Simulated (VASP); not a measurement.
# Rh (P6_3/mmc) in VASP: notebook, part 2 of 2

VASP 6.6.1. Earlier steps stand in the parts before.

### Step 4. Single point, RPBE (13.21 Å³/atom)

This run uses another cell than the first one, of 13.21 Å³/atom.

File INCAR:

```
ALGO = Normal
EDIFF = 1E-7
ENCUT = 520
GGA = RP
ISIF = 2
ISMEAR = -1
LASPH = True
LCHARG = False
LREAL = False
LWAVE = False
NBANDS = 38
NELM = 60
PREC = Accurate
SIGMA = 0.1
```

File KPOINTS:

```
k-points
0
Gamma
  15 15 4
```

File POSCAR:

```
Rh
1.0
    2.6548198391      0.0000000000      0.0000000000
   -1.3274099195      2.2991414232      0.0000000000
    0.0000000000      0.0000000000      8.6571868803
Rh
4
Direct
    0.0000000000      1.0000000000      0.0000000000
    0.0000000000      1.0000000000      0.5000000000
    0.3333333333      0.6666666667      0.2500000000
    0.6666666667      0.3333333333      0.7500000000
```

The run is started by

```console
$ cat potpaw_PBE.64/Rh_pv/POTCAR > POTCAR
$ mpirun -np 1 vasp_std > vasp.out
```

It took 62 s on 1 thread of Intel Xeon 6975P-C (Granite Rapids), shared host; peak memory 0.24 GiB.

It converged, with:

```
Free energy            : -26.1670 eV
Pressure               : 24.5 GPa
Band gap on the k mesh : zero (bands 30 and 31 overlap by 1.97 eV)
```

Stress tensor (GPa, compression positive):
```
24.36  0.00  0.00
 0.00 24.36  0.00
 0.00  0.00 24.66
```

Levels at points of the mesh, in eV from the Fermi level:
```csv
k point,band 26,band 27,band 28,band 29,band 30,band 31,band 32,band 33,band 34,band 35
"(0.00, 0.00, 0.00)",-2.79,-2.79,-1.54,-1.54,-0.91,-0.91,-0.37,-0.37,0.46,0.46
"(0.00, 0.00, 0.50)",-3.03,-1.21,-1.21,-1.21,-1.21,-1.17,-1.17,0.08,0.08,0.08
```

Caveat: the cell stands under pressure; the PAW data sets were made with another functional, which shifts forces and pressure a little.

### Step 5. Single point, RPBE (13.78 Å³/atom)

This run uses another cell than the first one, of 13.78 Å³/atom.

File INCAR:

```
PREC = Accurate ; ENCUT = 520
EDIFF = 1E-6 ; ISMEAR = -1
SIGMA = 0.1 ; LREAL = F
LASPH = T ; NELM = 100
ALGO = Normal ; ISIF = 2
LWAVE = F ; LCHARG = F
GGA = RP ; NBANDS = 38
```

File KPOINTS:

```
regular mesh
0
Gamma
  15 15 4
```

File POSCAR:

```
Rh
1.0
    2.6927509615      0.0000000000      0.0000000000
   -1.3463754807      2.3319907387      0.0000000000
    0.0000000000      0.0000000000      8.7808776898
Rh
4
Direct
    0.0000000000      1.0000000000      0.0000000000
    0.0000000000      1.0000000000      0.5000000000
    0.3333333333      0.6666666667      0.2500000000
    0.6666666667      0.3333333333      0.7500000000
```

Potentials or basis: VASP PAW PBE potentials, release 64 (Rh_pv).

The run is started by

```console
$ cat potpaw_PBE.64/Rh_pv/POTCAR > POTCAR
$ mpirun -np 1 vasp_std > vasp.out
```

OUTCAR:

```text
PREC = Accurate
   ENCUT = 520
   EDIFF = 1E-6
   ISMEAR = -1
   LREAL = F
   LASPH = T
   NELM = 100
   ISIF = 2
   GGA = RP

 ion  position               nearest neighbor table
   1  0.000  0.000  0.000-   3 2.69   4 2.69   3 2.69   4 2.69   4 2.69   3 2.69
   2  0.000  0.000  0.500-   3 2.69   4 2.69   3 2.69   4 2.69   4 2.69   3 2.69
   3  0.333  0.667  0.250-   1 2.69   2 2.69   1 2.69   2 2.69   1 2.69   2 2.69
   4  0.667  0.333  0.750-   1 2.69   2 2.69   1 2.69   2 2.69   1 2.69   2 2.69

  LATTYP: Found a hexagonal cell.
 ALAT       =     2.6927509615
 C/A-ratio  =     3.2609319671

  Lattice vectors:

 A1 = (   2.6927509615,   0.0000000000,   0.0000000000)
 A2 = (  -1.3463754807,   2.3319907387,   0.0000000000)
 A3 = (   0.0000000000,   0.0000000000,   8.7808776898)

Analysis of symmetry for initial positions (statically):
=====================================================================
 Subroutine PRICEL returns:
 Original cell was already a primitive cell.

 Routine SETGRP: Setting up the symmetry group for a
 hexagonal supercell.

[... 170 lines left out ...]
  energy without entropy =      -26.22580705  energy(sigma->0) =      -26.32144184

 E-fermi :  11.9574     XC(G=0): -13.9164

 val. band max:       11.9572885617   @ k =   0.3333   0.2000   0.5000
 cond. band min:      11.9602733918   @ k =   0.4000   0.0000   0.2500
 fundamental gap:      0.0029848302
 Fermi energy:        11.9574152269

 k-point     1 :       0.0000    0.0000    0.0000
  band No.  band energies     occupation
      1     -35.1537      2.00000
      2     -34.7968      2.00000
      3     -34.7967      2.00000
      4     -34.5302      2.00000
      5     -34.5302      2.00000
      6     -34.4879      2.00000
[... 973 lines left out ...]
     37      21.3070      0.00000
     38      21.3106      0.00000

 [... further k-points ...]

------------------------ aborting loop because EDIFF is reached ----------------------------------------

  FORCE on cell =-STRESS in cart. coord.  units (eV):
  Direction    XX          YY          ZZ          XY          YZ          ZX
  --------------------------------------------------------------------------------------
  -------------------------------------------------------------------------------------
  Total        3.6936821      3.6936821      3.7392849      0.0000000      0.0000000      0.0000000
  in kB      107.3270410    107.3270410    108.6521173      0.0000000      0.0000000      0.0000000
  external PRESSURE =     107.7687331 kB  Pullay stress =       0.0000000 kB

 VOLUME and BASIS-vectors are now :
 -----------------------------------------------------------------------------
  energy-cutoff  :      520.00
  volume of cell :       55.14
      direct lattice vectors                 reciprocal lattice vectors
     2.692750961  0.000000000  0.000000000     0.371367428  0.214409085  0.000000000
    -1.346375481  2.331990739  0.000000000     0.000000000  0.428818170  0.000000000
     0.000000000  0.000000000  8.780877690     0.000000000  0.000000000  0.113883832

 POSITION                                       TOTAL-FORCE (eV/Angst)
 -----------------------------------------------------------------------------------
      0.00000      0.00000      0.00000         0.000000      0.000000     -0.000000
      0.00000      0.00000      4.39044         0.000000      0.000000     -0.000000
     -0.00000      1.55466      2.19522         0.000000      0.000000      0.000000
      1.34638      0.77733      6.58566        -0.000000     -0.000000      0.000000
 -----------------------------------------------------------------------------------
    total drift:                                0.000000     -0.000000      0.000000

  FREE ENERGIE OF THE ION-ELECTRON SYSTEM (eV)
  ---------------------------------------------------
  free  energy   TOTEN  =       -26.4170766319 eV

  energy  without entropy=      -26.2258070516  energy(sigma->0) =      -26.32144184
```

stdout:

```text
POSCAR found type information on POSCAR Rh
 POSCAR found :  1 types and       4 ions
 scaLAPACK will be used
 -----------------------------------------------------------------------------
|                                                                             |
|                                                                             |
|     You enforced a specific xc type in the INCAR file but a different       |
|     I HOPE YOU KNOW WHAT YOU ARE DOING!                                     |
|                                                                             |
 -----------------------------------------------------------------------------

 LDA part: xc-table for (Slater+PW92), standard interpolation
 POSCAR, INCAR and KPOINTS ok, starting setup
 FFT: planning ... GRIDC
 FFT: planning ... GRID_SOFT
 FFT: planning ... GRID
 WAVECAR not read
 entering main loop
```

It took 68 s on 1 thread of Intel Xeon 6975P-C (Granite Rapids), shared host; peak memory 0.25 GiB.

What came out:

| Item | Value |
| --- | --- |
| Free energy | -26.4171 eV |
| Pressure | 10.8 GPa |
| Band gap on the k mesh | zero (bands 30 and 31 overlap by 1.86 eV) |

Stress tensor (GPa, compression positive):
```
10.73  0.00  0.00
 0.00 10.73  0.00
 0.00  0.00 10.87
```

Caveat: the cell stands under pressure; the PAW data sets were made with another functional, which shifts forces and pressure a little.

### Step 6. Overview

| cell | k mesh | gap on the mesh (eV) | pressure (GPa) |
| --- | --- | --- | --- |
| a = 2.730, b = 2.730, c = 8.901 Å, angles 90.0, 90.0, 120.0°, 4 atoms | 13 × 13 × 4 | none | 0.1 |
| a = 2.616, b = 2.616, c = 8.530 Å, angles 90.0, 90.0, 120.0°, 4 atoms | 15 × 15 × 4 | none | 42.0 |
| a = 2.655, b = 2.655, c = 8.657 Å, angles 90.0, 90.0, 120.0°, 4 atoms | 15 × 15 × 4 | none | 24.5 |
| a = 2.693, b = 2.693, c = 8.781 Å, angles 90.0, 90.0, 120.0°, 4 atoms | 15 × 15 × 4 | none | 10.8 |

Alike in all rows: task single point; level RPBE; potentials or basis VASP PAW PBE potentials, release 64 (Rh_pv); no spin polarisation; cutoff (eV) 520; smearing fermi-dirac 0.1 eV.

Caveats: the PAW data sets were made with another functional, which shifts forces and pressure a little; the cell stands under pressure (at least some runs).

Total energies depend on the potentials used, so only differences within one code and one set of settings carry meaning.
